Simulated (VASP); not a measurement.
# MgSb7 (F-43m) in VASP: a series of runs

MgSb7 is run at these levels: PBE; tasks: single point.

Everything below comes from runs of VASP 6.6.1. Logs are shortened: lines on timing, memory, paths and dates and some standing lists are left out, and cuts for length are marked.

## Step 1: The cell of the first run

The structure is cubic, space group F-43m (No. 216). Conventional cell: a = 10.356 Å, b = 10.356 Å, c = 10.356 Å, α = 90.00°, β = 90.00°, γ = 90.00°. Within 4.8 Å of Mg (site symmetry -43m) lie 16 Sb at 3.68 to 4.48 Å. Within 3.9 Å of Sb (site symmetry 2mm) lie 5 Sb at 2.95 to 3.16 Å and 2 Mg at 3.68 Å. Sb (site symmetry -43m) has 6 Sb at 2.95 Å within 3.9 Å.

The cell was generated, and may not be a known phase.

## Step 2: Single point, PBE

The input, INCAR:

```
PREC = Accurate
ENCUT = 600
EDIFF = 1E-6
ISMEAR = 0
SIGMA = 0.1
LREAL = F
LASPH = T
NELM = 120
ALGO = Normal
ISIF = 2
LWAVE = F
LCHARG = T
GGA = PE
LELF = T
LVHAR = T
NBANDS = 28
GGA_COMPAT = F
```

The input, KPOINTS:

```
Automatic mesh
0
Gamma
  4 4 4
```

The input, POSCAR:

```
MgSb7
1.0
    0.0000000000      5.1782313400      5.1782313400
    5.1782313400      0.0000000000      5.1782313400
    5.1782313400      5.1782313400      0.0000000000
Mg Sb
1 7
Direct
    0.0000000000      0.0000000000      0.0000000000
    0.9656006900      0.5343993100      0.5343993100
    0.5343993100      0.9656006900      0.9656006900
    0.5343993100      0.9656006900      0.5343993100
    0.9656006900      0.5343993100      0.9656006900
    0.5343993100      0.5343993100      0.9656006900
    0.9656006900      0.9656006900      0.5343993100
    0.2500000000      0.2500000000      0.2500000000
```

Potentials or basis: VASP PAW PBE potentials, release 64 (Mg, Sb).

On the command line:

```bash
> cat potpaw_PBE.64/Mg/POTCAR potpaw_PBE.64/Sb/POTCAR > POTCAR
> mpirun -np 1 vasp_std > vasp.out
```

OUTCAR:

```text
PREC = Accurate
   ENCUT = 600
   EDIFF = 1E-6
   ISMEAR = 0
   LREAL = F
   LASPH = T
   NELM = 120
   ISIF = 2
   GGA = PE

 ion  position               nearest neighbor table
   1  0.000  0.000  0.000-   3 3.68   4 3.68   6 3.68   2 3.68   5 3.68   6 3.68   2 3.68   4 3.68
                             7 3.68   3 3.68   5 3.68   7 3.68
   2  0.966  0.534  0.534-   8 2.95   5 3.16   6 3.16   7 3.16   4 3.16   1 3.68   1 3.68
   3  0.534  0.966  0.966-   8 2.95   5 3.16   6 3.16   7 3.16   4 3.16   1 3.68   1 3.68
   4  0.534  0.966  0.534-   8 2.95   3 3.16   6 3.16   7 3.16   2 3.16   1 3.68   1 3.68
   5  0.966  0.534  0.966-   8 2.95   3 3.16   6 3.16   7 3.16   2 3.16   1 3.68   1 3.68
   6  0.534  0.534  0.966-   8 2.95   3 3.16   4 3.16   5 3.16   2 3.16   1 3.68   1 3.68
   7  0.966  0.966  0.534-   8 2.95   3 3.16   4 3.16   5 3.16   2 3.16   1 3.68   1 3.68
   8  0.250  0.250  0.250-   2 2.95   3 2.95   4 2.95   5 2.95   6 2.95   7 2.95

  LATTYP: Found a face centered cubic cell.
 ALAT       =    10.3564626800

  Lattice vectors:

 A1 = (   0.0000000000,   5.1782313400,   5.1782313400)
 A2 = (   5.1782313400,   0.0000000000,   5.1782313400)
 A3 = (   5.1782313400,   5.1782313400,   0.0000000000)

Analysis of symmetry for initial positions (statically):
=====================================================================
 Subroutine PRICEL returns:
 Original cell was already a primitive cell.

 Routine SETGRP: Setting up the symmetry group for a
 face centered cubic supercell.

 Subroutine GETGRP returns: Found 24 space group operations
 (whereof 24 operations were pure point group operations)
 out of a pool of 48 trial point group operations.

The static configuration has the point symmetry T_d .

Analysis of symmetry for dynamics (positions and initial velocities):
=====================================================================
 Subroutine PRICEL returns:
 Original cell was already a primitive cell.

 Routine SETGRP: Setting up the symmetry group for a
 face centered cubic supercell.

 Subroutine GETGRP returns: Found 24 space group operations
 (whereof 24 operations were pure point group operations)
 out of a pool of 48 trial point group operations.

The dynamic configuration has the point symmetry T_d .

 Subroutine INISYM returns: Found 24 space group operations
 (whereof 24 operations are pure point group operations),
 and found     1 'primitive' translations

----------------------------------------------------------------------------------------

                                     Primitive cell

  volume of cell :     277.6990

  direct lattice vectors                    reciprocal lattice vectors
     0.000000000  5.178231340  5.178231340    -0.096558065  0.096558065  0.096558065
     5.178231340  0.000000000  5.178231340     0.096558065 -0.096558065  0.096558065
     5.178231340  5.178231340  0.000000000     0.096558065  0.096558065 -0.096558065

  length of vectors
     7.323124990  7.323124990  7.323124990     0.167243475  0.167243475  0.167243475

  position of ions in fractional coordinates (direct lattice)
     0.000000000  0.000000000  0.000000000
     0.965600690  0.534399310  0.534399310
     0.534399310  0.965600690  0.965600690
     0.534399310  0.965600690  0.534399310
     0.965600690  0.534399310  0.965600690
     0.534399310  0.534399310  0.965600690
     0.965600690  0.965600690  0.534399310
     0.250000000  0.250000000  0.250000000

  ion indices of the primitive-cell ions
   primitive index   ion index
                 1           1
                 2           2
                 3           3
                 4           4
                 5           5
                 6           6
                 7           7
                 8           8

----------------------------------------------------------------------------------------

 KPOINTS: Automatic mesh

Automatic generation of k-mesh.
 Grid dimensions read from file:
 generate k-points for:    4    4    4

 Generating k-lattice:

  Cartesian coordinates                     Fractional coordinates (reciprocal lattice)
    -0.024139516  0.024139516  0.024139516     0.250000000  0.000000000  0.000000000
     0.024139516 -0.024139516  0.024139516     0.000000000  0.250000000  0.000000000
     0.024139516  0.024139516 -0.024139516     0.000000000  0.000000000  0.250000000

  Length of vectors
     0.041810869  0.041810869  0.041810869

  Shift w.r.t. Gamma in fractional coordinates (k-lattice)
     0.000000000  0.000000000  0.000000000

 Subroutine IBZKPT returns following result:
 ===========================================

 Found      8 irreducible k-points:

 Following reciprocal coordinates:
            Coordinates               Weight
  0.000000  0.000000  0.000000      1.000000
  0.250000  0.000000  0.000000      8.000000
  0.500000  0.000000  0.000000      4.000000
  0.250000  0.250000  0.000000      6.000000
  0.500000  0.250000  0.000000     24.000000
 -0.250000  0.250000  0.000000     12.000000
  0.500000  0.500000  0.000000      3.000000
 -0.250000  0.500000  0.250000      6.000000
   k-points           NKPTS =      8   k-points in BZ     NKDIM =      8   number of bands    NBANDS=     28
   number of dos      NEDOS =    301   number of ions     NIONS =      8
   total plane-waves  NPLWV = 216000
   dimension x,y,z NGX =    60 NGY =   60 NGZ =   60
   dimension x,y,z NGXF=   120 NGYF=  120 NGZF=  120
   ions per type =               1   7
   NGX,Y,Z   is equivalent  to a cutoff of  13.62, 13.62, 13.62 a.u.
   NGXF,Y,Z  is equivalent  to a cutoff of  27.24, 27.24, 27.24 a.u.
 SYSTEM =  unknown system
   PREC   = accura    normal or accurate (medium, high low for compatibility)
   ISTART =      0    job   : 0-new  1-cont  2-samecut
   ICHARG =      2    charge: 1-file 2-atom 10-const
   ISPIN  =      1    spin polarized calculation?
   LNONCOLLINEAR =      F non collinear calculations
   LSORBIT =      F    spin-orbit coupling
   LASPH  =      T    aspherical Exc in radial PAW
   ENCUT  =  600.0 eV  44.10 Ry    6.64 a.u.  14.63 14.63 14.63*2*pi/ulx,y,z
   NELM   =    120;   NELMIN=  2; NELMDL= -5     # of ELM steps
   EDIFF  = 0.1E-05   stopping-criterion for ELM
   LREAL  =      F    real-space projection
   EDIFFG = 0.1E-04   stopping-criterion for IOM
   NSW    =      0    number of steps for IOM
   IBRION =     -1    ionic relax: 0-MD 1-quasi-New 2-CG
   NFREE  =      0    steps in history (QN), initial steepest desc. (CG)
   ISIF   =      2    stress and relaxation
   ISYM   =      2    0-nonsym 1-usesym 2-fastsym
   POTIM  = 0.5000    time-step for ionic-motion
   TEBEG  =    0.0;   TEEND  =   0.0 temperature during run
   PSTRESS=    0.0 pullay stress
   NELECT =      37.0000    total number of electrons
   NUPDOWN=      -1.0000    fix difference up-down
   EMIN   =  10.00;   EMAX   =-10.00  energy-range for DOS
   EFERMI =   0.00;   METHOD = LEGACY
   ISMEAR =     0;   SIGMA  =   0.10  broadening in eV -4-tet -1-fermi 0-gaus
   EFERMI_NEDOS =   21; number of points for ismear=-14 and -15
   IALGO  =     38    algorithm
   IMIX   =      4    mixing-type and parameters
     AMIX     =   0.40;   BMIX     =  1.00
     AMIX_MAG =   1.60;   BMIX_MAG =  1.00
  volume/ion in A,a.u.               =      34.71       234.25
  Fermi-wavevector in a.u.,A,eV,Ry     =   0.836150  1.580094  9.512460  0.699146
  Thomas-Fermi vector in A             =   1.949826
   LORBIT       =      0    0 simple, 1 ext, 2 COOP (PROOUT), +10 PAW based schemes
   GGA     = PE    functional components
   LHFCALC =     F    Hartree Fock is set to
   AEXX    =    0.0000 exact exchange contribution
   IVDW    =     0    specifies the selected vdW correction
   LEPSILON=     F    determine dielectric tensor
   LRPA    =     F    only Hartree local field effects (RPA)
 non-spin polarized calculation
 Gauss-broadening in eV      SIGMA  =   0.10
  energy-cutoff  :      600.00
  volume of cell :      277.70
 maximum number of plane-waves:      9308
 NGX is ok and might be reduce to    60
   NGX = 29   NGY = 29   NGZ = 29

 number of electron      36.9999999 magnetization

 Free energy of the ion-electron system (eV)
  ---------------------------------------------------
  ext. energy  EPLUGINS =         0.00000000
  ---------------------------------------------------
  free energy    TOTEN  =       -26.85471586 eV

  energy without entropy =      -26.81122318  energy(sigma->0) =      -26.83296952

 E-fermi :   4.9840     XC(G=0):  -8.5828

 val. band max:        4.9232909393   @ k =  -0.2500   0.2500   0.0000
 cond. band min:       5.0326944601   @ k =   0.2500   0.0000   0.0000
 fundamental gap:      0.1094035208
 Fermi energy:         4.9839866850

 k-point     1 :       0.0000    0.0000    0.0000
  band No.  band energies     occupation
      1      -7.1747      2.00000
      2      -4.6463      2.00000
      3      -4.3047      2.00000
      4      -4.3047      2.00000
      5      -4.3047      2.00000
      6      -2.6797      2.00000
[... 20 lines left out ...]
     27       8.1644      0.00000
     28       8.1644      0.00000

 k-point     2 :       0.2500    0.0000    0.0000
  band No.  band energies     occupation
      1      -6.9824      2.00000
      2      -5.5519      2.00000
      3      -4.2142      2.00000
      4      -4.2142      2.00000
      5      -3.4502      2.00000
      6      -3.0047      2.00000
[... 20 lines left out ...]
     27       7.6178      0.00000
     28       9.0532      0.00000

 k-point     3 :       0.5000    0.0000    0.0000
  band No.  band energies     occupation
      1      -6.4636      2.00000
      2      -6.3772      2.00000
      3      -4.0771      2.00000
      4      -4.0771      2.00000
      5      -3.3285      2.00000
      6      -3.3285      2.00000
[... 20 lines left out ...]
     27       7.1574      0.00000
     28       7.8251      0.00000

 k-point     4 :       0.2500    0.2500    0.0000
  band No.  band energies     occupation
      1      -6.9346      2.00000
      2      -5.4949      2.00000
      3      -4.3834      2.00000
      4      -4.3834      2.00000
      5      -3.8491      2.00000
      6      -2.6429      2.00000
[... 20 lines left out ...]
     27       8.3036      0.00000
     28       8.3036      0.00000

 k-point     5 :       0.5000    0.2500    0.0000
  band No.  band energies     occupation
      1      -6.5693      2.00000
      2      -6.0864      2.00000
      3      -4.3667      2.00000
      4      -4.3103      2.00000
      5      -4.0517      2.00000
      6      -2.9352      2.00000
[... 20 lines left out ...]
     27       7.8080      0.00000
     28       8.5041      0.00000

 k-point     6 :      -0.2500    0.2500    0.0000
  band No.  band energies     occupation
      1      -6.6852      2.00000
      2      -6.0069      2.00000
      3      -4.4674      2.00000
      4      -4.0821      2.00000
      5      -3.5526      2.00000
      6      -3.3188      2.00000
[... 20 lines left out ...]
     27       7.9547      0.00000
     28       8.2570      0.00000

 k-point     7 :       0.5000    0.5000    0.0000
  band No.  band energies     occupation
      1      -6.5851      2.00000
      2      -5.8293      2.00000
      3      -4.6274      2.00000
      4      -4.4571      2.00000
      5      -4.4571      2.00000
      6      -2.5968      2.00000
[... 20 lines left out ...]
     27       7.9843      0.00000
     28       7.9843      0.00000

 k-point     8 :      -0.2500    0.5000    0.2500
  band No.  band energies     occupation
      1      -6.3609      2.00000
      2      -6.2411      2.00000
      3      -4.5616      2.00000
      4      -4.5291      2.00000
      5      -3.8213      2.00000
      6      -3.1090      2.00000
[... 20 lines left out ...]
     27       7.8366      0.00000
     28       8.1407      0.00000

------------------------ aborting loop because EDIFF is reached ----------------------------------------

  FORCE on cell =-STRESS in cart. coord.  units (eV):
  Direction    XX          YY          ZZ          XY          YZ          ZX
  --------------------------------------------------------------------------------------
  -------------------------------------------------------------------------------------
  Total        1.1938231      1.1938231      1.1938231     -0.0000000     -0.0000000      0.0000000
  in kB        6.8877314      6.8877314      6.8877314     -0.0000000     -0.0000000      0.0000000
  external PRESSURE =       6.8877314 kB  Pullay stress =       0.0000000 kB

 VOLUME and BASIS-vectors are now :
 -----------------------------------------------------------------------------
  energy-cutoff  :      600.00
  volume of cell :      277.70
      direct lattice vectors                 reciprocal lattice vectors
     0.000000000  5.178231340  5.178231340    -0.096558065  0.096558065  0.096558065
     5.178231340  0.000000000  5.178231340     0.096558065 -0.096558065  0.096558065
     5.178231340  5.178231340  0.000000000     0.096558065  0.096558065 -0.096558065

 POSITION                                       TOTAL-FORCE (eV/Angst)
 -----------------------------------------------------------------------------------
      0.00000      0.00000      0.00000        -0.000000     -0.000000     -0.000000
      5.53449      7.76735      7.76735         0.345169     -0.000000     -0.000000
     10.00021      7.76735      7.76735        -0.345169     -0.000000     -0.000000
      7.76735      5.53449      7.76735        -0.000000      0.345169     -0.000000
      7.76735     10.00021      7.76735        -0.000000     -0.345169     -0.000000
      7.76735      7.76735      5.53449        -0.000000     -0.000000      0.345169
      7.76735      7.76735     10.00021        -0.000000     -0.000000     -0.345169
      2.58912      2.58912      2.58912        -0.000000     -0.000000     -0.000000
 -----------------------------------------------------------------------------------
    total drift:                               -0.000000     -0.000000     -0.000000

  FREE ENERGIE OF THE ION-ELECTRON SYSTEM (eV)
  ---------------------------------------------------
  free  energy   TOTEN  =       -26.8547158558 eV

  energy  without entropy=      -26.8112231846  energy(sigma->0) =      -26.83296952
```

It took 49 s on 1 thread of Intel Xeon 6975P-C (Granite Rapids), shared host; peak memory 0.5 GiB.

What came out:

```yaml
Free_energy: -26.8547 eV
Pressure: 0.7 GPa
Largest_force: 0.345 eV/Å
Band_gap_on_the_k_mesh: zero (an odd number of electrons rules out a gap without spin polarisation)
```

Forces on the atoms (eV/Å):
```
Mg   0.000  0.000  0.000
Sb   0.345  0.000  0.000
Sb  -0.345  0.000  0.000
Sb   0.000  0.345  0.000
Sb   0.000 -0.345  0.000
Sb   0.000  0.000  0.345
Sb   0.000  0.000 -0.345
Sb   0.000  0.000  0.000
```

Caveat: spin-orbit coupling is left out, which moves the levels of the heavy elements.

## Step 3: Single point, PBE

This run uses another cell than the first one, of 35.83 Å³/atom.

The input, INCAR:

```
PREC = Accurate
ENCUT = 600
EDIFF = 1E-6
ISMEAR = 0
SIGMA = 0.1
LREAL = False
LASPH = True
NELM = 120
ALGO = Normal
ISIF = 2
LWAVE = False
LCHARG = True
GGA = PE
LELF = True
LVHAR = True
NBANDS = 28
GGA_COMPAT = False
```

KPOINTS is that of step 2.

The input, POSCAR:

```
MgSb7
1.0
    0.0000000000      5.2334600650      5.2334600650
    5.2334600650      0.0000000000      5.2334600650
    5.2334600650      5.2334600650      0.0000000000
Mg Sb
1 7
Direct
    0.0000000000      0.0000000000      0.0000000000
    0.9616062298      0.5383937702      0.5383937702
    0.5383937702      0.9616062298      0.9616062298
    0.5383937702      0.9616062298      0.5383937702
    0.9616062298      0.5383937702      0.9616062298
    0.5383937702      0.5383937702      0.9616062298
    0.9616062298      0.9616062298      0.5383937702
    0.2500000000      0.2500000000      0.2500000000
```

Potentials or basis: VASP PAW PBE potentials, release 64 (Mg, Sb).

On the command line:

```bash
> cat potpaw_PBE.64/Mg/POTCAR potpaw_PBE.64/Sb/POTCAR > POTCAR
> mpirun -np 1 vasp_std > vasp.out
```

Wall time 49 s (1 thread of Intel Xeon 6975P-C (Granite Rapids), shared host); peak memory 0.49 GiB.

The run converged. Its results:

```
Free energy            : -26.9122 eV
Pressure               : -0.1 GPa
Largest force          : 0.004 eV/Å
Band gap on the k mesh : zero (an odd number of electrons rules out a gap without spin polarisation)
```

Forces in eV/Å, atoms in the order of the input:
```
Mg   0.000  0.000  0.000
Sb   0.004  0.000  0.000
Sb  -0.004  0.000  0.000
Sb   0.000  0.004  0.000
Sb   0.000 -0.004  0.000
Sb   0.000  0.000  0.004
Sb   0.000  0.000 -0.004
Sb   0.000  0.000  0.000
```

Levels at points of the mesh, in eV from the Fermi level:
```
           k point  band 15  band 16  band 17  band 18  band 19  band 20  band 21  band 22
(0.00, 0.00, 0.00)    -0.40     0.41     0.41     0.41     1.01     1.01     1.01     2.10
(0.50, 0.00, 0.00)    -1.81    -1.81    -1.03    -1.03    -0.56     0.79     0.80     1.74
(0.50, 0.50, 0.00)    -1.48    -0.81    -0.81    -0.52     0.42     0.42     0.94     0.94
```

Caveat: spin-orbit coupling is left out, which moves the levels of the heavy elements.

## Step 4: Single point, PBE

This run uses another cell than the first one, of 35.74 Å³/atom.

The input, INCAR:

```
  ALGO = Normal
  EDIFF = 1E-6
  ENCUT = 600
  GGA = PE
  GGA_COMPAT = F
  ISIF = 2
  ISMEAR = 0
  LASPH = T
  LCHARG = F
  LREAL = F
  LWAVE = F
  NBANDS = 28
  NELM = 120
  PREC = Accurate
  SIGMA = 0.1
```

The input, KPOINTS:

```
k-points
0
Gamma
  6 6 6
```

The input, POSCAR:

```
MgSb7
1.0
    0.0000000000      5.2287792266      5.2287792266
    5.2287792266      0.0000000000      5.2287792266
    5.2287792266      5.2287792266      0.0000000000
Mg Sb
1 7
Direct
    0.0000000000      0.0000000000      0.0000000000
    0.4615135065      0.0384864935      0.0384864935
    0.0384864935      0.4615135065      0.4615135065
    0.0384864935      0.0384864935      0.4615135065
    0.4615135065      0.4615135065      0.0384864935
    0.4615135065      0.0384864935      0.4615135065
    0.0384864935      0.4615135065      0.0384864935
    0.7500000000      0.7500000000      0.7500000000
```

On the command line:

```bash
> cat potpaw_PBE.64/Mg/POTCAR potpaw_PBE.64/Sb/POTCAR > POTCAR
> mpirun -np 1 vasp_std > vasp.out
```

It took 82 s on 1 thread of Intel Xeon 6975P-C (Granite Rapids), shared host; peak memory 0.55 GiB.

The run converged. Its results:

| Property | Result |
| --- | --- |
| Free energy | -27.1861 eV |
| Pressure | 0.0 GPa |
| Band gap on the k mesh | zero (an odd number of electrons rules out a gap without spin polarisation) |

Levels at points of the mesh, in eV from the Fermi level:
```csv
k point,band 14,band 15,band 16,band 17,band 18,band 19,band 20,band 21,band 22,band 23
"(0.00, 0.00, 0.00)",-3.01,-0.45,0.31,0.31,0.31,0.93,0.93,0.93,2.03,2.03
"(0.50, 0.00, 0.00)",-2.06,-1.88,-1.88,-1.13,-1.13,-0.63,0.70,0.72,1.65,1.65
"(0.50, 0.50, 0.00)",-2.49,-1.57,-0.91,-0.91,-0.63,0.33,0.33,0.85,0.85,1.11
```

Caveat: spin-orbit coupling is left out, which moves the levels of the heavy elements.

## Step 5: Overview

```csv
cell,k mesh,gap on the mesh (eV),pressure (GPa)
"a = 7.323 Å, angles 60.0°, 8 atoms, atomic positions A",4 × 4 × 4,none,0.7
"a = 7.401 Å, angles 60.0°, 8 atoms, atomic positions B",4 × 4 × 4,none,-0.1
"a = 7.395 Å, angles 60.0°, 8 atoms, atomic positions C",6 × 6 × 6,none,0.0
```

Alike in all rows: task single point; level PBE; potentials or basis VASP PAW PBE potentials, release 64 (Mg, Sb); no spin polarisation; cutoff (eV) 600; smearing gaussian 0.1 eV.

Caveats: spin-orbit coupling is left out, which moves the levels of the heavy elements.

Total energies depend on the potentials used, so only differences within one code and one set of settings carry meaning.

The gap in the log of VASP goes by the Fermi energy; the results here count the filled bands.